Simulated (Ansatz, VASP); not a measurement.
**Two plane-wave programs on InSb3**

INCAR

```
PREC = Accurate
ENCUT = 520
EDIFF = 1E-6
ISMEAR = 0
SIGMA = 0.15
LREAL = F
LASPH = T
NELM = 60
ALGO = Normal
ISIF = 2
LWAVE = F
LCHARG = F
GGA = PS
IVDW = 12
NBANDS = 22
```

Contents of KPOINTS:

```
regular mesh
0
Gamma
  12 12 12
```

File POSCAR:

```
InSb3
1.0
    0.0000000000      3.6620664019      3.6620664019
    3.6620664019      0.0000000000      3.6620664019
    3.6620664019      3.6620664019      0.0000000000
In Sb
1 3
Direct
    0.0034133734      0.0034133734     -0.0034133734
    0.2500000000      0.2500000000      0.2500000000
    0.7500000000      0.7500000000      0.7500000000
    0.5000000000      0.5000000000      0.5000000000
```

Input for Ansatz:

```yaml
crystal:
  lattice:
    - [0.0, 3.6620664019, 3.6620664019]
    - [3.6620664019, 0.0, 3.6620664019]
    - [3.6620664019, 3.6620664019, 0.0]
  atoms:
    - { symbol: In, position: [0.0034133734, 0.0034133734, -0.0034133734] }
    - { symbol: Sb, position: [0.25, 0.25, 0.25] }
    - { symbol: Sb, position: [0.75, 0.75, 0.75] }
    - { symbol: Sb, position: [0.5, 0.5, 0.5] }
basis:
  ecutwfc: 420
kpoints:
  mp_grid: { grid: [12, 12, 12] }
hamiltonian:
  xc: pbesol
  dispersion: d3bj
scf:
  occupations: { method: gaussian, width: 0.15 }
output:
  forces: true
  stress: true
  eigenvalues: true
```

Change from the starting cell: all In atoms moved +0.025 Å, as atom 1 along Cartesian [0 0 1].

Alike in both runs: task single point; functional PBEsol; dispersion D3(BJ); k mesh 12 × 12 × 12; occupations gaussian, width 0.15 eV; no spin polarisation.

```csv
,VASP,Ansatz
version,VASP 6.6.1,Ansatz 0.2.0
potentials or method,"VASP PAW PBE potentials, release 64 (In_d, Sb), cutoff 520 eV","scalar-relativistic, plane waves, PAW"
valence electrons in the cell,28,58
```

```tsv
	VASP	Ansatz	Ansatz less VASP
gap on the k mesh at the Fermi level (eV)	none	none	-
pressure (GPa)	0.3	0.3	-0.04
rms of the force components (eV/Å)	0.028	0.028	-0.0003
```

VASP's potentials were made for PBE, not for PBEsol. Atom by atom the forces differ by 0.000 eV/Å (rms over components). A gap of «none» marks a metal or a gap that the smearing closes. VASP's potentials hold 28 valence electrons a cell and Ansatz's 58, so a difference there can come from the potentials and not from the codes.

Spin-orbit coupling is off throughout.
